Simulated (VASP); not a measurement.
NaH:

```
CELL_PARAMETERS angstrom
2.80883 0.00000 0.00000
-1.40442 2.43252 0.00000
0.00000 0.00000 2.73459
ATOMIC_POSITIONS crystal
Na 0.33333 0.66667 0.50000
H 0.66667 0.33333 0.00000
```

The cell was generated, and may not be a known phase.

```yaml
Program: VASP 6.6.1
Task: relaxation of cell and atoms
Functional: PBE
Potentials_or_basis: VASP PAW PBE potentials, release 64 (Na_sv, H)
Cutoff: 1130 eV
k_mesh: 6 × 6 × 6
Occupations: gaussian, width 0.1 eV
Spin: no spin polarisation
```

At the start: pressure 20.1 GPa; volume 9.34 Å³/atom.

Question: Where does the relaxation end?

Answer: Over 7 steps the energy falls by 218.0 meV/atom and the volume is 14.22 Å³/atom (+52.2 %); space group P-6m2 (No. 187, to 0.1 Å) before and after.

Step by step:
| step | energy change (eV) | largest force (eV/Å) | pressure (GPa) | volume (Å³) |
| --- | --- | --- | --- | --- |
| 1 | 0.0000 | 0.0000 | 20.05 | 18.68 |
| 2 | -0.2910 | 0.0000 | 8.56 | 22.03 |
| 3 | -0.4149 | 0.0000 | 2.12 | 25.90 |
| 4 | -0.4307 | 0.0000 | 0.40 | 27.75 |
| 5 | -0.4320 | 0.0000 | -0.14 | 28.49 |
| 6 | -0.4351 | 0.0000 | -0.07 | 28.46 |
| 7 | -0.4360 | 0.0000 | -0.01 | 28.44 |

Final structure:
```
Na H
1.0
     3.29995    0.00000    0.00000
    -1.64998    2.85784    0.00000
     0.00000    0.00000    3.01530
Na H
1 1
Direct
  0.33333 0.66667 0.50000
  0.66667 0.33333 0.00000
```

Caveat: the k points lie up to 0.37 Å⁻¹ apart in the final cell; the volume moved by over 15 % at a fixed basis, so the end points are rough.
